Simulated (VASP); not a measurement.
# CuO (Fm-3m) in VASP: notebook

CuO is run at these levels: PBE; tasks: single point, relaxation of cell and atoms.

Program: VASP 6.6.1. These are calculated values, not measurements. Logs are shortened: lines on timing, memory, paths and dates and some standing lists are left out, and cuts for length are marked.

### Step 1. The cell of the first run

The structure is cubic, space group Fm-3m (No. 225). Conventional cell: a = 4.233 Å, b = 4.233 Å, c = 4.233 Å, α = 90.00°, β = 90.00°, γ = 90.00°. Within 2.8 Å of Cu (site symmetry m-3m) lie 6 O at 2.12 Å. Within 2.8 Å of O (site symmetry m-3m) lie 6 Cu at 2.12 Å.

### Step 2. Single point, PBE, collinear spin

File INCAR:

```
PREC     = Accurate       # precision mode
ENCUT    = 520            # plane-wave cutoff, eV
EDIFF    = 1E-6           # SCF threshold, eV
ISMEAR   = 0              # smearing method
SIGMA    = 0.1            # smearing width, eV
LREAL    = F              # projectors in reciprocal space
LASPH    = T              # aspherical terms in the spheres
NELM     = 150            # most SCF steps
ALGO     = Normal         # electronic algorithm
ISIF     = 2              # what is computed and relaxed
LWAVE    = F              # write WAVECAR
LCHARG   = F              # write CHGCAR
ISPIN    = 2              # spin polarisation
MAGMOM   = 1 0            # initial moments
LORBIT   = 11             # projections on sites
LMAXMIX  = 4              # l up to which the mixer works
GGA      = PE             # functional
NBANDS   = 20             # bands
```

File KPOINTS:

```
Automatic mesh
0
Gamma
  8 8 8
```

File POSCAR:

```
CuO
1.0
    0.0000000000      2.1165600000      2.1165600000
    2.1165600000      0.0000000000      2.1165600000
    2.1165600000      2.1165600000      0.0000000000
Cu O
1 1
Direct
    0.0000000000      0.0000000000      0.0000000000
    0.5000000000      0.5000000000      0.5000000000
```

Potentials or basis: VASP PAW PBE potentials, release 64 (Cu, O).

Launch:

```console
cat potpaw_PBE.64/Cu/POTCAR potpaw_PBE.64/O/POTCAR > POTCAR
mpirun -np 1 vasp_std > vasp.out
```

OUTCAR:

```text
PREC = Accurate
   ENCUT = 520
   EDIFF = 1E-6
   ISMEAR = 0
   LREAL = F
   LASPH = T
   NELM = 150
   ISIF = 2
   ISPIN = 2
   LORBIT = 11
   GGA = PE

 ion  position               nearest neighbor table
   1  0.000  0.000  0.000-   2 2.12   2 2.12   2 2.12   2 2.12   2 2.12   2 2.12
   2  0.500  0.500  0.500-   1 2.12   1 2.12   1 2.12   1 2.12   1 2.12   1 2.12

  LATTYP: Found a face centered cubic cell.
 ALAT       =     4.2331200000

  Lattice vectors:

 A1 = (   0.0000000000,   2.1165600000,   2.1165600000)
 A2 = (   2.1165600000,   0.0000000000,   2.1165600000)
 A3 = (   2.1165600000,   2.1165600000,   0.0000000000)

Analysis of symmetry for initial positions (statically):
=====================================================================
 Subroutine PRICEL returns:
 Original cell was already a primitive cell.

 Routine SETGRP: Setting up the symmetry group for a
 face centered cubic supercell.

 Subroutine GETGRP returns: Found 48 space group operations
 (whereof 48 operations were pure point group operations)
 out of a pool of 48 trial point group operations.

The static configuration has the point symmetry O_h .

Analysis of symmetry for dynamics (positions and initial velocities):
=====================================================================
 Subroutine PRICEL returns:
 Original cell was already a primitive cell.

 Routine SETGRP: Setting up the symmetry group for a
 face centered cubic supercell.

 Subroutine GETGRP returns: Found 48 space group operations
 (whereof 48 operations were pure point group operations)
 out of a pool of 48 trial point group operations.

The dynamic configuration has the point symmetry O_h .

Analysis of structural, dynamic, and magnetic symmetry:
=====================================================================
 Subroutine PRICEL returns:
 Original cell was already a primitive cell.

 Routine SETGRP: Setting up the symmetry group for a
 face centered cubic supercell.

 Subroutine GETGRP returns: Found 48 space group operations
 (whereof 48 operations were pure point group operations)
 out of a pool of 48 trial point group operations.

The overall configuration has the point symmetry O_h .

 Subroutine INISYM returns: Found 48 space group operations
 (whereof 48 operations are pure point group operations),
 and found     1 'primitive' translations

----------------------------------------------------------------------------------------

                                     Primitive cell

  volume of cell :      18.9636

  direct lattice vectors                    reciprocal lattice vectors
     0.000000000  2.116560000  2.116560000    -0.236232377  0.236232377  0.236232377
     2.116560000  0.000000000  2.116560000     0.236232377 -0.236232377  0.236232377
     2.116560000  2.116560000  0.000000000     0.236232377  0.236232377 -0.236232377

  length of vectors
     2.993267858  2.993267858  2.993267858     0.409166479  0.409166479  0.409166479

  position of ions in fractional coordinates (direct lattice)
     0.000000000  0.000000000  0.000000000
     0.500000000  0.500000000  0.500000000

  ion indices of the primitive-cell ions
   primitive index   ion index
                 1           1
                 2           2

----------------------------------------------------------------------------------------

 KPOINTS: Automatic mesh

Automatic generation of k-mesh.
 Grid dimensions read from file:
 generate k-points for:    8    8    8

 Generating k-lattice:

  Cartesian coordinates                     Fractional coordinates (reciprocal lattice)
    -0.029529047  0.029529047  0.029529047     0.125000000  0.000000000  0.000000000
     0.029529047 -0.029529047  0.029529047     0.000000000  0.125000000  0.000000000
     0.029529047  0.029529047 -0.029529047     0.000000000  0.000000000  0.125000000

  Length of vectors
     0.051145810  0.051145810  0.051145810

  Shift w.r.t. Gamma in fractional coordinates (k-lattice)
     0.000000000  0.000000000  0.000000000

 Subroutine IBZKPT returns following result:
 ===========================================

 Found     29 irreducible k-points:

 Following reciprocal coordinates:
            Coordinates               Weight
  0.000000  0.000000  0.000000      1.000000
  0.125000  0.000000  0.000000      8.000000
  0.250000  0.000000  0.000000      8.000000
  0.375000  0.000000  0.000000      8.000000
  0.500000  0.000000  0.000000      4.000000
  0.125000  0.125000  0.000000      6.000000
[... 16 lines left out ...]
  0.500000  0.250000  0.125000     48.000000
 -0.375000  0.250000  0.125000     24.000000
 [... further k-points ...]
   k-points           NKPTS =     29   k-points in BZ     NKDIM =     29   number of bands    NBANDS=     20
   number of dos      NEDOS =    301   number of ions     NIONS =      2
   total plane-waves  NPLWV =  13824
   dimension x,y,z NGX =    24 NGY =   24 NGZ =   24
   dimension x,y,z NGXF=    48 NGYF=   48 NGZF=   48
   ions per type =               1   1
   NGX,Y,Z   is equivalent  to a cutoff of  13.33, 13.33, 13.33 a.u.
   NGXF,Y,Z  is equivalent  to a cutoff of  26.66, 26.66, 26.66 a.u.
 SYSTEM =  unknown system
   PREC   = accura    normal or accurate (medium, high low for compatibility)
   ISTART =      0    job   : 0-new  1-cont  2-samecut
   ICHARG =      2    charge: 1-file 2-atom 10-const
   ISPIN  =      2    spin polarized calculation?
   LNONCOLLINEAR =      F non collinear calculations
   LSORBIT =      F    spin-orbit coupling
   LASPH  =      T    aspherical Exc in radial PAW
   ENCUT  =  520.0 eV  38.22 Ry    6.18 a.u.   5.57  5.57  5.57*2*pi/ulx,y,z
   NELM   =    150;   NELMIN=  2; NELMDL= -5     # of ELM steps
   EDIFF  = 0.1E-05   stopping-criterion for ELM
   LREAL  =      F    real-space projection
   EDIFFG = 0.1E-04   stopping-criterion for IOM
   NSW    =      0    number of steps for IOM
   IBRION =     -1    ionic relax: 0-MD 1-quasi-New 2-CG
   NFREE  =      0    steps in history (QN), initial steepest desc. (CG)
   ISIF   =      2    stress and relaxation
   ISYM   =      2    0-nonsym 1-usesym 2-fastsym
   POTIM  = 0.5000    time-step for ionic-motion
   TEBEG  =    0.0;   TEEND  =   0.0 temperature during run
   PSTRESS=    0.0 pullay stress
   NELECT =      17.0000    total number of electrons
   NUPDOWN=      -1.0000    fix difference up-down
   EMIN   =  10.00;   EMAX   =-10.00  energy-range for DOS
   EFERMI =   0.00;   METHOD = LEGACY
   ISMEAR =     0;   SIGMA  =   0.10  broadening in eV -4-tet -1-fermi 0-gaus
   EFERMI_NEDOS =   21; number of points for ismear=-14 and -15
   IALGO  =     38    algorithm
   IMIX   =      4    mixing-type and parameters
     AMIX     =   0.40;   BMIX     =  1.00
     AMIX_MAG =   1.60;   BMIX_MAG =  1.00
  volume/ion in A,a.u.               =       9.48        63.99
  Fermi-wavevector in a.u.,A,eV,Ry     =   1.578522  2.982973 33.902055  2.491731
  Thomas-Fermi vector in A             =   2.679040
   LORBIT       =     11    0 simple, 1 ext, 2 COOP (PROOUT), +10 PAW based schemes
   GGA     = PE    functional components
   LHFCALC =     F    Hartree Fock is set to
   AEXX    =    0.0000 exact exchange contribution
   IVDW    =     0    specifies the selected vdW correction
   LEPSILON=     F    determine dielectric tensor
   LRPA    =     F    only Hartree local field effects (RPA)
 spin polarized calculation
 Gauss-broadening in eV      SIGMA  =   0.10
  energy-cutoff  :      520.00
  volume of cell :       18.96
 maximum number of plane-waves:       531
 NGX is ok and might be reduce to    24
   NGX = 11   NGY = 11   NGZ = 11

 number of electron      17.0000007 magnetization      -0.0006592

 number of electron      17.0000007 magnetization       0.0018786

 Free energy of the ion-electron system (eV)
  ---------------------------------------------------
  ext. energy  EPLUGINS =         0.00000000
  ---------------------------------------------------
  free energy    TOTEN  =        -9.54013793 eV

  energy without entropy =       -9.53502928  energy(sigma->0) =       -9.53758360

 E-fermi :   6.2608     XC(G=0): -12.4231

 val. band max:        6.2158481120   @ k =   0.3750   0.2500   0.1250
 cond. band min:       6.3593326729   @ k =   0.3750   0.1250   0.0000
 fundamental gap:      0.1434845609
 Fermi energy:         6.2607641832

 spin component 1

 k-point     1 :       0.0000    0.0000    0.0000
  band No.  band energies     occupation
      1     -13.3405      1.00000
      2       3.7417      1.00000
      3       3.7417      1.00000
      4       3.7417      1.00000
      5       3.8576      1.00000
      6       3.8576      1.00000
[... 12 lines left out ...]
     19      31.7318      0.00000
     20      40.7192      0.00000
[... 507 lines left out ...]
 k-point    24 :      -0.3750    0.2500    0.1250
  band No.  band energies     occupation
      1     -11.9553      1.00000
      2      -0.5503      1.00000
      3       1.0452      1.00000
      4       1.3974      1.00000
      5       4.2490      1.00000
      6       4.3522      1.00000
[... 12 lines left out ...]
     19      37.0060      0.00000
     20      44.1566      0.00000

 [... further k-points ...]

 spin component 2

 k-point     1 :       0.0000    0.0000    0.0000
  band No.  band energies     occupation
      1     -13.3398      1.00000
      2       3.7423      1.00000
      3       3.7423      1.00000
      4       3.7423      1.00000
      5       3.8584      1.00000
      6       3.8584      1.00000
[... 12 lines left out ...]
     19      31.7323      0.00000
     20      40.7195      0.00000
[... 507 lines left out ...]
 k-point    24 :      -0.3750    0.2500    0.1250
  band No.  band energies     occupation
      1     -11.9545      1.00000
      2      -0.5498      1.00000
      3       1.0460      1.00000
      4       1.3985      1.00000
      5       4.2499      1.00000
      6       4.3529      1.00000
[... 12 lines left out ...]
     19      37.0064      0.00000
     20      44.1569      0.00000

 [... further k-points ...]

------------------------ aborting loop because EDIFF is reached ----------------------------------------

  FORCE on cell =-STRESS in cart. coord.  units (eV):
  Direction    XX          YY          ZZ          XY          YZ          ZX
  --------------------------------------------------------------------------------------
  -------------------------------------------------------------------------------------
  Total        0.1691888      0.1691888      0.1691888      0.0000000     -0.0000000      0.0000000
  in kB       14.2942175     14.2942175     14.2942175      0.0000000     -0.0000000      0.0000000
  external PRESSURE =      14.2942175 kB  Pullay stress =       0.0000000 kB

 VOLUME and BASIS-vectors are now :
 -----------------------------------------------------------------------------
  energy-cutoff  :      520.00
  volume of cell :       18.96
      direct lattice vectors                 reciprocal lattice vectors
     0.000000000  2.116560000  2.116560000    -0.236232377  0.236232377  0.236232377
     2.116560000  0.000000000  2.116560000     0.236232377 -0.236232377  0.236232377
     2.116560000  2.116560000  0.000000000     0.236232377  0.236232377 -0.236232377

 POSITION                                       TOTAL-FORCE (eV/Angst)
 -----------------------------------------------------------------------------------
      0.00000      0.00000      0.00000         0.000000      0.000000      0.000000
      2.11656      2.11656      2.11656        -0.000000     -0.000000     -0.000000
 -----------------------------------------------------------------------------------
    total drift:                                0.000000     -0.000000     -0.000000

  FREE ENERGIE OF THE ION-ELECTRON SYSTEM (eV)
  ---------------------------------------------------
  free  energy   TOTEN  =        -9.5401379259 eV

  energy  without entropy=       -9.5350292804  energy(sigma->0) =       -9.53758360

 total charge

# of ion       s       p       d       tot
------------------------------------------
    1        0.311   0.323   9.151   9.785
    2        1.578   3.351   0.000   4.929
--------------------------------------------------
tot          1.888   3.674   9.151  14.713

 magnetization (x)

# of ion       s       p       d       tot
------------------------------------------
    1       -0.000  -0.000   0.001   0.001
    2        0.000   0.000   0.000   0.000
--------------------------------------------------
tot          0.000   0.000   0.001   0.001
```

Wall time 21 s (1 thread of Intel Xeon Platinum 8488C (Sapphire Rapids), shared host); peak memory 0.15 GiB.

What came out:

* Free energy: -9.5401 eV
* Pressure: 1.4 GPa
* Net moment: 0.00 μB per cell
* Valence electrons inside the program's atomic spheres: Cu 9.79; O 4.93

Caveat: semilocal functionals often make such compounds metallic where correlation or magnetic order opens a gap, which also shifts bond lengths.

[end of part 1 of 2]
